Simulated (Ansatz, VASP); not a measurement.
**WSe2 in VASP and in Ansatz**

```xyz
3
Lattice="3.2212 0.0000 0.0000 -1.6106 2.7896 0.0000 0.0000 0.0000 17.1611" Properties=species:S:1:pos:R:3 pbc="T T T"
W     0.0000    0.0000    0.0000
Se    0.0000    1.8598    1.7230
Se    0.0000    1.8598   15.4381
```

Change from the starting cell: strain -0.015 along x and y, +0.030 along z, atoms carried along.

Alike in both runs: task single point; functional PBEsol; k mesh 12 × 12 × 2; occupations gaussian, width 0.05 eV; no spin polarisation.

```csv
,VASP,Ansatz
version,VASP 6.6.1,Ansatz 0.2.0
potentials or method,"VASP PAW PBE potentials, release 64 (W_sv, Se), cutoff 520 eV","scalar-relativistic, plane waves, PAW"
valence electrons in the cell,26,46
```

|  | VASP | Ansatz | Ansatz less VASP |
| --- | --- | --- | --- |
| gap on the k mesh at the Fermi level (eV) | 1.49 | 1.49 | -0.001 |
| least direct gap on the mesh (eV) | 1.97 | 1.98 | +0.003 |
| rms of the force components (eV/Å) | 0.226 | 0.254 | +0.0278 |

VASP's potentials were made for PBE, not for PBEsol. Atom by atom the forces differ by 0.028 eV/Å (rms over components). With one functional, cell and mesh, what is left measures potentials, basis and numerics. VASP's potentials hold 26 valence electrons a cell and Ansatz's 46, so a difference there can come from the potentials and not from the codes.

Spin-orbit coupling is off throughout.
